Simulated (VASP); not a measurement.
# SiGe (P6_3mc) in VASP: a series of runs

SiGe is run at these levels: PBEsol; tasks: single point.

Program: VASP 6.6.1. These are calculated values, not measurements. Logs are shortened: lines on timing, memory, paths and dates and some standing lists are left out, and cuts for length are marked.

## 1. The cell of the first run

Symmetry: P6_3mc, No. 186, hexagonal system. Conventional cell: a = 3.862 Å, b = 3.862 Å, c = 6.379 Å, α = 90.00°, β = 90.00°, γ = 120.00°. Within 3.1 Å of Si (site symmetry 3m) lie 4 Ge at 2.37 to 2.39 Å. Within 3.1 Å of Ge (site symmetry 3m) lie 4 Si at 2.37 to 2.39 Å.

## 2. Single point, PBEsol (equal strain along all axes, cell held: -1.0 %, then relaxed in part)

File INCAR:

```
PREC     = Accurate       # precision mode
ENCUT    = 520            # plane-wave cutoff, eV
EDIFF    = 1E-6           # SCF threshold, eV
ISMEAR   = 0              # smearing method
SIGMA    = 0.02           # smearing width, eV
LREAL    = F              # projectors in reciprocal space
LASPH    = T              # aspherical terms in the spheres
NELM     = 60             # most SCF steps
ALGO     = Normal         # electronic algorithm
ISIF     = 2              # what is computed and relaxed
LWAVE    = F              # write WAVECAR
LCHARG   = T              # write CHGCAR
GGA      = PS             # functional
LELF     = T              # ELF
LVHAR    = T            
NBANDS   = 26             # bands
```

File KPOINTS:

```
regular mesh
0
Gamma
  12 12 6
```

File POSCAR:

```
SiGe
1.0
    3.8615909380      0.0000000000      0.0000000000
   -1.9307954690      3.3442358513      0.0000000000
    0.0000000000      0.0000000000      6.3789588473
Si Ge
2 2
Direct
    0.6666666667      0.3333333333      0.8744791403
    0.3333333333      0.6666666667      0.3744791403
    0.6666666667      0.3333333333      0.5005198597
    0.3333333333      0.6666666667      0.0005198597
```

Potentials or basis: VASP PAW PBE potentials, release 64 (Si, Ge_d).

Command:

```
cat potpaw_PBE.64/Si/POTCAR potpaw_PBE.64/Ge_d/POTCAR > POTCAR
mpirun -np 1 vasp_std > vasp.out
```

OUTCAR:

```text
PREC = Accurate
   ENCUT = 520
   EDIFF = 1E-6
   ISMEAR = 0
   LREAL = F
   LASPH = T
   NELM = 60
   ISIF = 2
   GGA = PS

 ion  position               nearest neighbor table
   1  0.667  0.333  0.874-   4 2.37   4 2.37   4 2.37   3 2.39
   2  0.333  0.667  0.374-   3 2.37   3 2.37   3 2.37   4 2.39
   3  0.667  0.333  0.501-   2 2.37   2 2.37   2 2.37   1 2.39
   4  0.333  0.667  0.001-   1 2.37   1 2.37   1 2.37   2 2.39

  LATTYP: Found a hexagonal cell.
 ALAT       =     3.8615909380
 C/A-ratio  =     1.6518991653

  Lattice vectors:

 A1 = (   3.8615909380,   0.0000000000,   0.0000000000)
 A2 = (  -1.9307954690,   3.3442358513,   0.0000000000)
 A3 = (   0.0000000000,   0.0000000000,   6.3789588473)

Analysis of symmetry for initial positions (statically):
=====================================================================
 Subroutine PRICEL returns:
 Original cell was already a primitive cell.

 Routine SETGRP: Setting up the symmetry group for a
 hexagonal supercell.

 Subroutine GETGRP returns: Found 12 space group operations
 (whereof  6 operations were pure point group operations)
 out of a pool of 24 trial point group operations.

The static configuration has the point symmetry C_3v.
 The point group associated with its full space group is C_6v.

Analysis of symmetry for dynamics (positions and initial velocities):
=====================================================================
 Subroutine PRICEL returns:
 Original cell was already a primitive cell.

 Routine SETGRP: Setting up the symmetry group for a
 hexagonal supercell.

 Subroutine GETGRP returns: Found 12 space group operations
 (whereof  6 operations were pure point group operations)
 out of a pool of 24 trial point group operations.

The dynamic configuration has the point symmetry C_3v.
 The point group associated with its full space group is C_6v.

 Subroutine INISYM returns: Found 12 space group operations
 (whereof  6 operations are pure point group operations),
 and found     1 'primitive' translations

----------------------------------------------------------------------------------------

                                     Primitive cell

  volume of cell :      82.3783

  direct lattice vectors                    reciprocal lattice vectors
     3.861590938  0.000000000  0.000000000     0.258960624  0.149510986  0.000000000
    -1.930795469  3.344235851  0.000000000     0.000000000  0.299021972  0.000000000
[... 83 lines left out ...]
   ISPIN  =      1    spin polarized calculation?
   LNONCOLLINEAR =      F non collinear calculations
   LSORBIT =      F    spin-orbit coupling
   LASPH  =      T    aspherical Exc in radial PAW
   ENCUT  =  520.0 eV  38.22 Ry    6.18 a.u.   7.18  7.18 11.86*2*pi/ulx,y,z
   NELM   =     60;   NELMIN=  2; NELMDL= -5     # of ELM steps
   EDIFF  = 0.1E-05   stopping-criterion for ELM
   LREAL  =      F    real-space projection
   EDIFFG = 0.1E-04   stopping-criterion for IOM
   NSW    =      0    number of steps for IOM
   IBRION =     -1    ionic relax: 0-MD 1-quasi-New 2-CG
   NFREE  =      0    steps in history (QN), initial steepest desc. (CG)
   ISIF   =      2    stress and relaxation
   ISYM   =      2    0-nonsym 1-usesym 2-fastsym
   POTIM  = 0.5000    time-step for ionic-motion
   TEBEG  =    0.0;   TEEND  =   0.0 temperature during run
   PSTRESS=    0.0 pullay stress
   NELECT =      36.0000    total number of electrons
   NUPDOWN=      -1.0000    fix difference up-down
   EMIN   =  10.00;   EMAX   =-10.00  energy-range for DOS
   EFERMI =   0.00;   METHOD = LEGACY
   ISMEAR =     0;   SIGMA  =   0.02  broadening in eV -4-tet -1-fermi 0-gaus
   EFERMI_NEDOS =   21; number of points for ismear=-14 and -15
   IALGO  =     38    algorithm
   IMIX   =      4    mixing-type and parameters
     AMIX     =   0.40;   BMIX     =  1.00
     AMIX_MAG =   1.60;   BMIX_MAG =  1.00
  volume/ion in A,a.u.               =      20.59       138.98
  Fermi-wavevector in a.u.,A,eV,Ry     =   1.242333  2.347669 20.999112  1.543391
  Thomas-Fermi vector in A             =   2.376692
   LORBIT       =      0    0 simple, 1 ext, 2 COOP (PROOUT), +10 PAW based schemes
   GGA     = PS    functional components
   LHFCALC =     F    Hartree Fock is set to
   AEXX    =    0.0000 exact exchange contribution
   IVDW    =     0    specifies the selected vdW correction
   LEPSILON=     F    determine dielectric tensor
   LRPA    =     F    only Hartree local field effects (RPA)
 non-spin polarized calculation
 Gauss-broadening in eV      SIGMA  =   0.02
  energy-cutoff  :      520.00
  volume of cell :       82.38
 maximum number of plane-waves:      2238
 NGX is ok and might be reduce to    30
   NGX = 15   NGY = 15   NGZ = 23

 number of electron      35.9999980 magnetization

 Free energy of the ion-electron system (eV)
  ---------------------------------------------------
  ext. energy  EPLUGINS =         0.00000000
  ---------------------------------------------------
  free energy    TOTEN  =       -21.24129050 eV

  energy without entropy =      -21.24129050  energy(sigma->0) =      -21.24129050

 E-fermi :   5.9782     XC(G=0): -10.0117

 val. band max:        5.8761020186   @ k =   0.0000   0.0000   0.0000
 cond. band min:       6.1713952862   @ k =   0.5000   0.0000   0.0000
 fundamental gap:      0.2952932676
 Fermi energy:         5.9782266591

 k-point     1 :       0.0000    0.0000    0.0000
  band No.  band energies     occupation
      1     -18.6849      2.00000
      2     -18.6848      2.00000
      3     -18.6812      2.00000
      4     -18.6812      2.00000
      5     -18.6781      2.00000
      6     -18.6781      2.00000
[... 685 lines left out ...]
     25      13.0094      0.00000
     26      13.3959      0.00000

 [... further k-points ...]
[... 5 lines left out ...]
  --------------------------------------------------------------------------------------
  -------------------------------------------------------------------------------------
  Total        1.3170059      1.3170059      1.3619504      0.0000000     -0.0000000      0.0000000
  in kB       25.6144679     25.6144679     26.4885947      0.0000000     -0.0000000      0.0000000
  external PRESSURE =      25.9058435 kB  Pullay stress =       0.0000000 kB

 VOLUME and BASIS-vectors are now :
 -----------------------------------------------------------------------------
  energy-cutoff  :      520.00
  volume of cell :       82.38
      direct lattice vectors                 reciprocal lattice vectors
     3.861590938  0.000000000  0.000000000     0.258960624  0.149510986  0.000000000
    -1.930795469  3.344235851  0.000000000     0.000000000  0.299021972  0.000000000
     0.000000000  0.000000000  6.378958847     0.000000000  0.000000000  0.156765394

 POSITION                                       TOTAL-FORCE (eV/Angst)
 -----------------------------------------------------------------------------------
      1.93080      1.11475      5.57827        -0.000000      0.000000     -0.002183
     -0.00000      2.22949      2.38879         0.000000     -0.000000     -0.002183
      1.93080      1.11475      3.19280        -0.000000      0.000000      0.002183
     -0.00000      2.22949      0.00332         0.000000      0.000000      0.002183
 -----------------------------------------------------------------------------------
    total drift:                               -0.000000     -0.000000      0.000405

  FREE ENERGIE OF THE ION-ELECTRON SYSTEM (eV)
  ---------------------------------------------------
  free  energy   TOTEN  =       -21.2412904979 eV

  energy  without entropy=      -21.2412904979  energy(sigma->0) =      -21.24129050
```

OSZICAR:

```text
N       E                     dE             d eps       ncg     rms          rms(c)
DAV:   1     0.263601469121E+03    0.26360E+03   -0.17645E+04  4604   0.299E+03
DAV:   2     0.217667375975E+02   -0.24183E+03   -0.23262E+03  3992   0.636E+02
DAV:   3    -0.199195770347E+02   -0.41686E+02   -0.41144E+02  4778   0.155E+02
DAV:   4    -0.216109289625E+02   -0.16914E+01   -0.16883E+01  4682   0.344E+01
DAV:   5    -0.216465905206E+02   -0.35662E-01   -0.35648E-01  4854   0.564E+00    0.607E+00
DAV:   6    -0.213696486299E+02    0.27694E+00   -0.11404E-01  4540   0.242E+00    0.354E+00
DAV:   7    -0.212387533590E+02    0.13090E+00   -0.19923E-01  4296   0.280E+00    0.231E-01
DAV:   8    -0.212410024719E+02   -0.22491E-02   -0.17569E-02  4886   0.135E+00    0.110E-01
DAV:   9    -0.212411798196E+02   -0.17735E-03   -0.43007E-04  5200   0.181E-01    0.836E-02
DAV:  10    -0.212412673917E+02   -0.87572E-04   -0.91471E-05  4572   0.861E-02    0.256E-02
DAV:  11    -0.212412889738E+02   -0.21582E-04   -0.21530E-05  4254   0.241E-02    0.471E-03
DAV:  12    -0.212412902500E+02   -0.12762E-05   -0.16120E-06  4164   0.111E-02    0.208E-03
DAV:  13    -0.212412904979E+02   -0.24795E-06   -0.32389E-07  2842   0.486E-03
   1 F= -.21241290E+02 E0= -.21241290E+02  d E =-.123912E-15
```

Wall time 81 s (1 thread of Intel Xeon 6975P-C (Granite Rapids), shared host); peak memory 0.28 GiB.

Results:

```
Free energy            : -21.2413 eV
Pressure               : 2.6 GPa
Band gap on the k mesh : 0.30 eV, indirect (least direct gap 0.49 eV)
```

Forces in eV/Å, atoms in the order of the input:
```
Si   0.000  0.000 -0.002
Si   0.000  0.000 -0.002
Ge   0.000  0.000  0.002
Ge   0.000  0.000  0.002
```

Levels at points of the mesh, in eV from the valence-band top:
| k point | band 14 | band 15 | band 16 | band 17 | band 18 | band 19 | band 20 | band 21 | band 22 | band 23 |
| --- | --- | --- | --- | --- | --- | --- | --- | --- | --- | --- |
| (0.00, 0.00, 0.00) | -1.64 | -1.64 | -0.34 | 0.00 | 0.00 | 0.49 | 1.74 | 2.01 | 2.01 | 2.74 |
| (0.50, 0.00, 0.00) | -6.50 | -4.94 | -3.29 | -3.16 | -1.58 | 0.30 | 2.03 | 3.17 | 3.29 | 4.29 |
| (0.00, 0.00, 0.50) | -4.65 | -1.00 | -1.00 | -1.00 | -1.00 | 1.30 | 1.30 | 3.08 | 3.08 | 3.08 |
| (0.50, 0.00, 0.50) | -7.75 | -2.69 | -2.69 | -2.61 | -2.61 | 0.62 | 0.62 | 1.73 | 1.73 | 5.84 |

Caveat: the cell differs from its parent crystal (equal strain along all axes, cell held: -1.0 %, then relaxed in part); the PAW data sets were made with another functional, which shifts forces and pressure a little.

## 3. Single point, PBEsol

File INCAR:

```
SYSTEM = SiGe
PREC     = Accurate       ! precision mode
ENCUT    = 520            ! plane-wave cutoff, eV
EDIFF    = 1E-6           ! SCF threshold, eV
ISMEAR   = 0              ! smearing method
SIGMA    = 0.02           ! smearing width, eV
LREAL    = .False.        ! projectors in reciprocal space
LASPH    = .True.         ! aspherical terms in the spheres
NELM     = 60             ! most SCF steps
ALGO     = Normal         ! electronic algorithm
ISIF     = 2              ! what is computed and relaxed
LWAVE    = .False.        ! write WAVECAR
LCHARG   = .False.        ! write CHGCAR
GGA      = PS             ! functional
NBANDS   = 26             ! bands
```

File KPOINTS:

```
regular mesh
0
Gamma
  12 12 6
  0 0 0
```

POSCAR is that of step 2.

Potentials or basis: VASP PAW PBE potentials, release 64 (Si, Ge_d).

Command:

```
cat potpaw_PBE.64/Si/POTCAR potpaw_PBE.64/Ge_d/POTCAR > POTCAR
mpirun -np 1 vasp_std > vasp.out
```

Wall time 89 s (1 thread of Intel Xeon 6975P-C (Granite Rapids), shared host); peak memory 0.28 GiB.

Results (log left out):

```
Free energy            : -21.2413 eV
Pressure               : 2.6 GPa
Band gap on the k mesh : 0.30 eV, indirect (least direct gap 0.49 eV)
```

Forces in eV/Å, atoms in the order of the input:
```
Si   0.000  0.000 -0.002
Si   0.000  0.000 -0.002
Ge   0.000  0.000  0.002
Ge   0.000  0.000  0.002
```

Stress tensor (GPa, compression positive):
```
2.56 0.00 0.00
0.00 2.56 0.00
0.00 0.00 2.65
```

Levels at points of the mesh, in eV from the valence-band top:
```
           k point  band 14  band 15  band 16  band 17  band 18  band 19  band 20  band 21  band 22  band 23
(0.00, 0.00, 0.00)    -1.64    -1.64    -0.34     0.00     0.00     0.49     1.74     2.01     2.01     2.74
(0.50, 0.00, 0.00)    -6.50    -4.94    -3.29    -3.16    -1.58     0.30     2.03     3.17     3.29     4.29
(0.00, 0.00, 0.50)    -4.65    -1.00    -1.00    -1.00    -1.00     1.30     1.30     3.08     3.08     3.08
(0.50, 0.00, 0.50)    -7.75    -2.69    -2.69    -2.61    -2.61     0.62     0.62     1.73     1.73     5.84
```

Caveat: the PAW data sets were made with another functional, which shifts forces and pressure a little. A k mesh can miss the band edges.

## 4. Single point, PBEsol

This run uses another cell than the first one, of 21.22 Å³/atom, 1.031 times its volume.

File INCAR:

```
SYSTEM = SiGe
  ALGO = Normal
  EDIFF = 1E-7
  ENCUT = 520
  GGA = PS
  ISIF = 2
  ISMEAR = 0
  LASPH = .True.
  LCHARG = .True.
  LELF = .True.
  LREAL = .False.
  LVHAR = .True.
  LWAVE = .False.
  NBANDS = 26
  NELM = 100
  PREC = Accurate
  SIGMA = 0.02
```

File KPOINTS:

```
k-points
0
Gamma
  12 12 6
  0 0 0
```

File POSCAR:

```
SiGe
1.0
    3.9005969071      0.0000000000      0.0000000000
   -1.9502984535      3.3780160114      0.0000000000
    0.0000000000      0.0000000000      6.4433927750
Si Ge
2 2
Direct
    0.6666666667      0.3333333333      0.8745463427
    0.3333333333      0.6666666667      0.3745463427
    0.6666666667      0.3333333333      0.5004526573
    0.3333333333      0.6666666667      0.0004526573
```

Command:

```
cat potpaw_PBE.64/Si/POTCAR potpaw_PBE.64/Ge_d/POTCAR > POTCAR
mpirun -np 1 vasp_std > vasp.out
```

It took 92 s on 1 thread of Intel Xeon 6975P-C (Granite Rapids), shared host; peak memory 0.28 GiB.

It converged, with:

| Quantity | Value |
| --- | --- |
| Free energy | -21.2613 eV |
| Pressure | 0.0 GPa |
| Band gap on the k mesh | 0.35 eV, indirect (least direct gap 0.41 eV) |

Levels at points of the mesh, in eV from the valence-band top:
```csv
k point,band 16,band 17,band 18,band 19,band 20,band 21
"(0.00, 0.00, 0.00)",-0.32,0.00,0.00,0.41,1.49,2.03
"(0.50, 0.00, 0.00)",-3.18,-3.04,-1.53,0.35,1.97,3.19
"(0.00, 0.00, 0.50)",-0.97,-0.97,-0.97,1.21,1.21,3.08
"(0.50, 0.00, 0.50)",-2.61,-2.53,-2.53,0.62,0.62,1.77
```

Caveat: the PAW data sets were made with another functional, which shifts forces and pressure a little.

(Continued in part 2 of 2.)
